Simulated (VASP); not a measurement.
# KCl (I4/mmm) in VASP: further runs

KCl is run at these levels: r2SCAN; tasks: single point.

All numbers are computed with VASP 6.6.1; they aren't measurements. Logs are shortened: lines on timing, memory, paths and dates and some standing lists are left out, and cuts for length are marked.

## (1) The cell of the first run

Symmetry: I4/mmm, No. 139, tetragonal system. Conventional cell: a = 4.196 Å, b = 4.196 Å, c = 6.312 Å, α = 90.00°, β = 90.00°, γ = 90.00°. Within 3.9 Å of K (site symmetry 4/mmm) lie 6 Cl at 2.97 to 3.16 Å. Cl (site symmetry 4/mmm) has 6 K at 2.97 to 3.16 Å within 3.9 Å.

## (2) Single point, r2SCAN (strain -0.0600 x Voigt [1, 1, 0, 0, 0, 0])

The input, POSCAR:

```
KCl
1.0
    0.0000000000      2.9667340000      3.1561000000
    2.9667340000      0.0000000000      3.1561000000
    2.9667340000      2.9667340000      0.0000000000
K Cl
1 1
Direct
    0.0000000000      0.0000000000      0.0000000000
    0.5000000000      0.5000000000      0.5000000000
```

The input, INCAR.step1:

```
SYSTEM = KCl
ALGO = Normal
EDIFF = 1E-4
ENCUT = 520
GGA = PE
ISMEAR = 0
LASPH = .True.
LCHARG = .False.
LREAL = .False.
LWAVE = .True.
NBANDS = 15
NELM = 80
PREC = Accurate
SIGMA = 0.05
```

The input, INCAR.step2:

```
SYSTEM = KCl
ALGO = Normal
EDIFF = 1E-6
ENCUT = 520
ISIF = 2
ISMEAR = 0
ISTART = 1
LASPH = .True.
LCHARG = .True.
LELF = .True.
LMIXTAU = .True.
LREAL = .False.
LVHAR = .True.
LWAVE = .False.
METAGGA = R2SCAN
NBANDS = 15
NELM = 80
PREC = Accurate
SIGMA = 0.05
```

The input, KPOINTS:

```
k-points
0
Gamma
  6 6 6
  0 0 0
```

Potentials or basis: VASP PAW PBE potentials, release 64 (K_sv, Cl).

Run with:

```sh
> cat potpaw_PBE.64/K_sv/POTCAR potpaw_PBE.64/Cl/POTCAR > POTCAR
> cp INCAR.step1 INCAR
> mpirun -np 1 vasp_std > vasp.out
> cp INCAR.step2 INCAR
> mpirun -np 1 vasp_std > vasp.out
```

OUTCAR:

```text
SYSTEM = KCl
   EDIFF = 1E-6
   ENCUT = 520
   ISIF = 2
   ISMEAR = 0
   ISTART = 1
   LASPH = .True.
   LREAL = .False.
   METAGGA = R2SCAN
   NELM = 80
   PREC = Accurate

 ion  position               nearest neighbor table
   1  0.000  0.000  0.000-   2 2.97   2 2.97   2 2.97   2 2.97   2 3.16   2 3.16
   2  0.500  0.500  0.500-   1 2.97   1 2.97   1 2.97   1 2.97   1 3.16   1 3.16

  LATTYP: Found a body centered tetragonal cell.
 ALAT       =     4.1955954588
 C/A-ratio  =     1.5044825132

  Lattice vectors:

 A1 = (  -2.9667340000,   0.0000000000,   3.1561000000)
 A2 = (   2.9667340000,   0.0000000000,   3.1561000000)
 A3 = (   0.0000000000,   2.9667340000,  -3.1561000000)

Analysis of symmetry for initial positions (statically):
=====================================================================
 Subroutine PRICEL returns:
 Original cell was already a primitive cell.

 Routine SETGRP: Setting up the symmetry group for a
 body centered tetragonal supercell.

 Subroutine GETGRP returns: Found 16 space group operations
 (whereof 16 operations were pure point group operations)
 out of a pool of 16 trial point group operations.

The static configuration has the point symmetry D_4h.

Analysis of symmetry for dynamics (positions and initial velocities):
=====================================================================
 Subroutine PRICEL returns:
 Original cell was already a primitive cell.

 Routine SETGRP: Setting up the symmetry group for a
 body centered tetragonal supercell.

 Subroutine GETGRP returns: Found 16 space group operations
 (whereof 16 operations were pure point group operations)
 out of a pool of 16 trial point group operations.

The dynamic configuration has the point symmetry D_4h.

 Subroutine INISYM returns: Found 16 space group operations
 (whereof 16 operations are pure point group operations),
 and found     1 'primitive' translations

----------------------------------------------------------------------------------------

                                     Primitive cell

  volume of cell :      55.5569

  direct lattice vectors                    reciprocal lattice vectors
     0.000000000  2.966734000  3.156100000    -0.168535501  0.168535501  0.158423371
     2.966734000  0.000000000  3.156100000     0.168535501 -0.168535501  0.158423371
     2.966734000  2.966734000  0.000000000     0.168535501  0.168535501 -0.158423371

  length of vectors
     4.331567596  4.331567596  4.195595459     0.286192932  0.286192932  0.286192932

  position of ions in fractional coordinates (direct lattice)
     0.000000000  0.000000000  0.000000000
     0.500000000  0.500000000  0.500000000

  ion indices of the primitive-cell ions
   primitive index   ion index
                 1           1
                 2           2

----------------------------------------------------------------------------------------

 KPOINTS: k-points

Automatic generation of k-mesh.
 Grid dimensions read from file:
 generate k-points for:    6    6    6

 Generating k-lattice:

  Cartesian coordinates                     Fractional coordinates (reciprocal lattice)
    -0.028089250  0.028089250  0.026403895     0.166666667  0.000000000  0.000000000
     0.028089250 -0.028089250  0.026403895     0.000000000  0.166666667  0.000000000
     0.028089250  0.028089250 -0.026403895     0.000000000  0.000000000  0.166666667

  Length of vectors
     0.047698822  0.047698822  0.047698822

  Shift w.r.t. Gamma in fractional coordinates (k-lattice)
     0.000000000  0.000000000  0.000000000

 Subroutine IBZKPT returns following result:
 ===========================================

 Found     30 irreducible k-points:

 Following reciprocal coordinates:
            Coordinates               Weight
  0.000000  0.000000  0.000000      1.000000
  0.166667  0.000000  0.000000      8.000000
  0.333333 -0.000000  0.000000      8.000000
  0.500000  0.000000  0.000000      4.000000
  0.166667  0.166667  0.000000      2.000000
  0.333333  0.166667  0.000000      8.000000
[... 16 lines left out ...]
  0.333333  0.000000  0.333333      4.000000
  0.500000  0.000000  0.333333     16.000000
 [... further k-points ...]
   k-points           NKPTS =     30   k-points in BZ     NKDIM =     30   number of bands    NBANDS=     15
   number of dos      NEDOS =    301   number of ions     NIONS =      2
   total plane-waves  NPLWV =  32768
   dimension x,y,z NGX =    32 NGY =   32 NGZ =   32
   dimension x,y,z NGXF=    64 NGYF=   64 NGZF=   64
   ions per type =               1   1
   NGX,Y,Z   is equivalent  to a cutoff of  12.28, 12.28, 12.68 a.u.
   NGXF,Y,Z  is equivalent  to a cutoff of  24.56, 24.56, 25.36 a.u.
 SYSTEM =  KCl
   PREC   = accura    normal or accurate (medium, high low for compatibility)
   ISTART =      1    job   : 0-new  1-cont  2-samecut
   ICHARG =      0    charge: 1-file 2-atom 10-const
   ISPIN  =      1    spin polarized calculation?
   LNONCOLLINEAR =      F non collinear calculations
   LSORBIT =      F    spin-orbit coupling
   LASPH  =      T    aspherical Exc in radial PAW
   ENCUT  =  520.0 eV  38.22 Ry    6.18 a.u.   8.05  8.05  7.80*2*pi/ulx,y,z
   NELM   =     80;   NELMIN=  2; NELMDL=  0     # of ELM steps
   EDIFF  = 0.1E-05   stopping-criterion for ELM
   LREAL  =      F    real-space projection
   EDIFFG = 0.1E-04   stopping-criterion for IOM
   NSW    =      0    number of steps for IOM
   IBRION =     -1    ionic relax: 0-MD 1-quasi-New 2-CG
   NFREE  =      0    steps in history (QN), initial steepest desc. (CG)
   ISIF   =      2    stress and relaxation
   ISYM   =      2    0-nonsym 1-usesym 2-fastsym
   POTIM  = 0.5000    time-step for ionic-motion
   TEBEG  =    0.0;   TEEND  =   0.0 temperature during run
   PSTRESS=    0.0 pullay stress
   NELECT =      16.0000    total number of electrons
   NUPDOWN=      -1.0000    fix difference up-down
   EMIN   =  10.00;   EMAX   =-10.00  energy-range for DOS
   EFERMI =   0.00;   METHOD = LEGACY
   ISMEAR =     0;   SIGMA  =   0.05  broadening in eV -4-tet -1-fermi 0-gaus
   EFERMI_NEDOS =   21; number of points for ismear=-14 and -15
   IALGO  =     38    algorithm
   IMIX   =      4    mixing-type and parameters
     AMIX     =   0.40;   BMIX     =  1.00
     AMIX_MAG =   1.60;   BMIX_MAG =  1.00
  volume/ion in A,a.u.               =      27.78       187.46
  Fermi-wavevector in a.u.,A,eV,Ry     =   1.081107  2.042997 15.902397  1.168793
  Thomas-Fermi vector in A             =   2.217115
   LORBIT       =      0    0 simple, 1 ext, 2 COOP (PROOUT), +10 PAW based schemes
   METAGGA = R2SCAN    functional components
   LHFCALC =     F    Hartree Fock is set to
   AEXX    =    0.0000 exact exchange contribution
   IVDW    =     0    specifies the selected vdW correction
   LEPSILON=     F    determine dielectric tensor
   LRPA    =     F    only Hartree local field effects (RPA)
 non-spin polarized calculation
 Gauss-broadening in eV      SIGMA  =   0.05
  energy-cutoff  :      520.00
  volume of cell :       55.56
 maximum number of plane-waves:      1518
   NGX = 17   NGY = 17   NGZ = 15

 number of electron      15.9999999 magnetization

 Free energy of the ion-electron system (eV)
  ---------------------------------------------------
  ext. energy  EPLUGINS =         0.00000000
  ---------------------------------------------------
  free energy    TOTEN  =       -16.41962465 eV

  energy without entropy =      -16.41962465  energy(sigma->0) =      -16.41962465

 E-fermi :  -1.3895     XC(G=0):  -8.4716

 val. band max:       -1.7342274363   @ k =   0.0000   0.0000   0.0000
 cond. band min:       4.4697728970   @ k =   0.0000   0.0000   0.0000
 fundamental gap:      6.2040003334
 Fermi energy:        -1.3895097044

 k-point     1 :       0.0000    0.0000    0.0000
  band No.  band energies     occupation
      1     -29.7648      2.00000
      2     -14.5863      2.00000
      3     -12.4626      2.00000
      4     -12.4626      2.00000
      5     -12.4603      2.00000
      6      -1.8179      2.00000
      7      -1.7342      2.00000
      8      -1.7342      2.00000
      9       4.4698      0.00000
     10       7.0072      0.00000
     11       7.4473      0.00000
     12       7.4473      0.00000
     13       8.2898      0.00000
     14       8.5616      0.00000
     15      12.0539      0.00000

 k-point     2 :       0.1667    0.0000    0.0000
  band No.  band energies     occupation
      1     -29.7599      2.00000
      2     -14.6519      2.00000
      3     -12.4675      2.00000
      4     -12.4612      2.00000
      5     -12.3738      2.00000
      6      -2.1364      2.00000
      7      -1.9003      2.00000
      8      -1.8558      2.00000
      9       5.1614      0.00000
     10       7.0802      0.00000
     11       7.6012      0.00000
     12       7.8333      0.00000
     13       8.7480      0.00000
     14       9.0493      0.00000
     15      13.1928      0.00000

 k-point     3 :       0.3333   -0.0000    0.0000
  band No.  band energies     occupation
      1     -29.7502      2.00000
      2     -14.7707      2.00000
      3     -12.4813      2.00000
      4     -12.4583      2.00000
      5     -12.2073      2.00000
      6      -2.7606      2.00000
      7      -2.1084      2.00000
      8      -2.0839      2.00000
      9       6.3132      0.00000
     10       7.3868      0.00000
     11       8.7086      0.00000
     12       8.8975      0.00000
     13       9.8837      0.00000
     14      10.2814      0.00000
     15      12.5269      0.00000
[... 343 lines left out ...]
 k-point    23 :       0.3333    0.0000    0.3333
  band No.  band energies     occupation
      1     -29.7446      2.00000
      2     -14.6076      2.00000
      3     -12.5480      2.00000
      4     -12.5150      2.00000
      5     -12.4291      2.00000
      6      -2.6019      2.00000
      7      -2.0210      2.00000
      8      -1.9718      2.00000
      9       5.5056      0.00000
     10       6.7882      0.00000
     11       9.2656      0.00000
     12      10.1528      0.00000
     13      10.3157      0.00000
     14      10.5534      0.00000
     15      11.7751      0.00000

 k-point    24 :       0.5000    0.0000    0.3333
  band No.  band energies     occupation
      1     -29.7400      2.00000
      2     -14.5603      2.00000
      3     -12.6085      2.00000
      4     -12.5318      2.00000
      5     -12.4642      2.00000
      6      -2.5074      2.00000
      7      -2.1894      2.00000
      8      -2.0802      2.00000
      9       5.6285      0.00000
     10       7.8623      0.00000
     11       9.4112      0.00000
     12       9.9169      0.00000
     13      10.3792      0.00000
     14      10.7870      0.00000
     15      11.5878      0.00000

 [... further k-points ...]
[... 5 lines left out ...]
  --------------------------------------------------------------------------------------
  -------------------------------------------------------------------------------------
  Total        1.5858718      1.5858718      0.1855717      0.0000000      0.0000000      0.0000000
  in kB       45.7341593     45.7341593      5.3516090      0.0000000      0.0000000      0.0000000
  external PRESSURE =      32.2733092 kB  Pullay stress =       0.0000000 kB

 VOLUME and BASIS-vectors are now :
 -----------------------------------------------------------------------------
  energy-cutoff  :      520.00
  volume of cell :       55.56
      direct lattice vectors                 reciprocal lattice vectors
     0.000000000  2.966734000  3.156100000    -0.168535501  0.168535501  0.158423371
     2.966734000  0.000000000  3.156100000     0.168535501 -0.168535501  0.158423371
     2.966734000  2.966734000  0.000000000     0.168535501  0.168535501 -0.158423371

 POSITION                                       TOTAL-FORCE (eV/Angst)
 -----------------------------------------------------------------------------------
      0.00000      0.00000      0.00000        -0.000000      0.000000      0.000000
      2.96673      2.96673      3.15610         0.000000     -0.000000      0.000000
 -----------------------------------------------------------------------------------
    total drift:                                0.000000     -0.000000     -0.000000

  FREE ENERGIE OF THE ION-ELECTRON SYSTEM (eV)
  ---------------------------------------------------
  free  energy   TOTEN  =       -16.4196246547 eV

  energy  without entropy=      -16.4196246547  energy(sigma->0) =      -16.41962465
```

Run time: 2 min. Hardware: 1 thread of AMD EPYC 7R13 (Zen 3), shared host; peak memory 0.16 GiB.

What came out:

| Property | Result |
| --- | --- |
| Free energy | -16.4196 eV |
| Pressure | 3.2 GPa |
| Band gap on the k mesh | 6.20 eV, direct |

Stress tensor (GPa, compression positive):
```
4.57 0.00 0.00
0.00 4.57 0.00
0.00 0.00 0.54
```

Levels at points of the mesh, in eV from the valence-band top:
| k point | band 6 | band 7 | band 8 | band 9 | band 10 | band 11 |
| --- | --- | --- | --- | --- | --- | --- |
| (0.00, 0.00, 0.00) | -0.08 | 0.00 | 0.00 | 6.20 | 8.74 | 9.18 |
| (0.50, 0.00, 0.00) | -1.30 | -0.47 | -0.46 | 8.42 | 9.64 | 11.65 |
| (0.50, 0.50, 0.00) | -0.86 | -0.21 | -0.21 | 6.94 | 9.75 | 11.15 |
| (0.50, 0.00, 0.50) | -0.71 | -0.33 | -0.29 | 6.84 | 9.71 | 11.38 |

Caveat: the cell differs from its parent crystal (strain -0.0600 x Voigt [1, 1, 0, 0, 0, 0]); the PAW data sets were made with another functional, which shifts forces and pressure a little.

## (3) Single point, r2SCAN (strain +0.0300 x Voigt [1, 1, 0, 0, 0, 0])

The input, POSCAR:

```
KCl
1.0
    0.0000000000      3.2507830000      3.1561000000
    3.2507830000      0.0000000000      3.1561000000
    3.2507830000      3.2507830000      0.0000000000
K Cl
1 1
Direct
    0.0000000000      0.0000000000      0.0000000000
    0.5000000000      0.5000000000      0.5000000000
```

The input, INCAR.step1:

```
  ALGO = Normal
  EDIFF = 1E-4
  ENCUT = 520
  GGA = PE
  ISMEAR = 0
  LASPH = True
  LCHARG = False
  LREAL = False
  LWAVE = True
  NBANDS = 15
  NELM = 100
  PREC = Accurate
  SIGMA = 0.05
```

The input, INCAR.step2:

```
  ALGO = Normal
  EDIFF = 1E-6
  ENCUT = 520
  ISIF = 2
  ISMEAR = 0
  ISTART = 1
  LASPH = True
  LCHARG = False
  LMIXTAU = True
  LREAL = False
  LWAVE = False
  METAGGA = R2SCAN
  NBANDS = 15
  NELM = 100
  PREC = Accurate
  SIGMA = 0.05
```

The input, KPOINTS:

```
k-points
0
Gamma
  6 6 6
```

Potentials or basis: VASP PAW PBE potentials, release 64 (K_sv, Cl).

Run with:

```sh
> cat potpaw_PBE.64/K_sv/POTCAR potpaw_PBE.64/Cl/POTCAR > POTCAR
> cp INCAR.step1 INCAR
> mpirun -np 1 vasp_std > vasp.out
> cp INCAR.step2 INCAR
> mpirun -np 1 vasp_std > vasp.out
```

OUTCAR:

```text
EDIFF = 1E-6
   ENCUT = 520
   ISIF = 2
   ISMEAR = 0
   ISTART = 1
   LASPH = True
   LREAL = False
   METAGGA = R2SCAN
   NELM = 100
   PREC = Accurate

 ion  position               nearest neighbor table
   1  0.000  0.000  0.000-   2 3.16   2 3.16
   2  0.500  0.500  0.500-   1 3.16   1 3.16

  LATTYP: Found a body centered tetragonal cell.
 ALAT       =     4.5973014069
 C/A-ratio  =     1.3730228761

  Lattice vectors:

 A1 = (   0.0000000000,  -3.2507830000,  -3.1561000000)
[... 609 lines left out ...]
      9       4.9954      0.00000
     10       6.2683      0.00000
     11       7.7499      0.00000
     12       8.6612      0.00000
     13       8.6763      0.00000
     14       9.3893      0.00000
     15       9.8065      0.00000

 [... further k-points ...]
[... 5 lines left out ...]
  --------------------------------------------------------------------------------------
  -------------------------------------------------------------------------------------
  Total       -0.5782413     -0.5782413     -0.2146439      0.0000000      0.0000000     -0.0000000
  in kB      -13.8887430    -13.8887430     -5.1555203      0.0000000      0.0000000     -0.0000000
  external PRESSURE =     -10.9776688 kB  Pullay stress =       0.0000000 kB

 VOLUME and BASIS-vectors are now :
 -----------------------------------------------------------------------------
  energy-cutoff  :      520.00
  volume of cell :       66.70
      direct lattice vectors                 reciprocal lattice vectors
     0.000000000  3.250783000  3.156100000    -0.153809098  0.153809098  0.158423371
     3.250783000  0.000000000  3.156100000     0.153809098 -0.153809098  0.158423371
     3.250783000  3.250783000  0.000000000     0.153809098  0.153809098 -0.158423371

 POSITION                                       TOTAL-FORCE (eV/Angst)
 -----------------------------------------------------------------------------------
      0.00000      0.00000      0.00000        -0.000000     -0.000000      0.000000
      3.25078      3.25078      3.15610         0.000000      0.000000      0.000000
 -----------------------------------------------------------------------------------
    total drift:                                0.000000      0.000000      0.000000

  FREE ENERGIE OF THE ION-ELECTRON SYSTEM (eV)
  ---------------------------------------------------
  free  energy   TOTEN  =       -16.4876062195 eV

  energy  without entropy=      -16.4876062195  energy(sigma->0) =      -16.48760622
```

It took 2.3 min on 1 thread of AMD EPYC 7R13 (Zen 3), shared host; peak memory 0.19 GiB.

What came out:

```yaml
Free_energy: -16.4876 eV
Pressure: -1.1 GPa
Band_gap_on_the_k_mesh: 5.59 eV, direct
```

Caveat: the cell differs from its parent crystal (strain +0.0300 x Voigt [1, 1, 0, 0, 0, 0]); the PAW data sets were made with another functional, which shifts forces and pressure a little.

[end of part 1 of 2]
